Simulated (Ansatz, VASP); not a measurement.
**Ge in VASP and in Ansatz**

```xyz
1
Lattice="1.9147 -1.9187 0.0000 1.9147 1.9187 0.0000 0.0000 0.0000 2.7113" Properties=species:S:1:pos:R:3 pbc="T T T"
Ge    0.0000    0.0000    0.0000
```

Alike in both runs: functional PBE; k mesh 20 × 20 × 20; occupations gaussian, width 0.1 eV; no spin polarisation.

Ansatz relaxed the structure, and its values are those at the end. VASP's run is a single point on that final structure, the one shown.

|  | VASP | Ansatz |
| --- | --- | --- |
| version | VASP 6.6.1 | Ansatz 0.2.0 |
| potentials or method | VASP PAW PBE potentials, release 64 (Ge_d), cutoff 520 eV | scalar-relativistic, plane waves, PAW |
| valence electrons in the cell | 14 | 14 |

VASP gave:

- gap on the k mesh at the Fermi level (eV): none
- pressure (GPa): -0.1

Which values does Ansatz return?

gap on the k mesh at the Fermi level (eV): none; pressure (GPa): 0.0.

A gap of «none» marks a metal or a gap that the smearing closes.
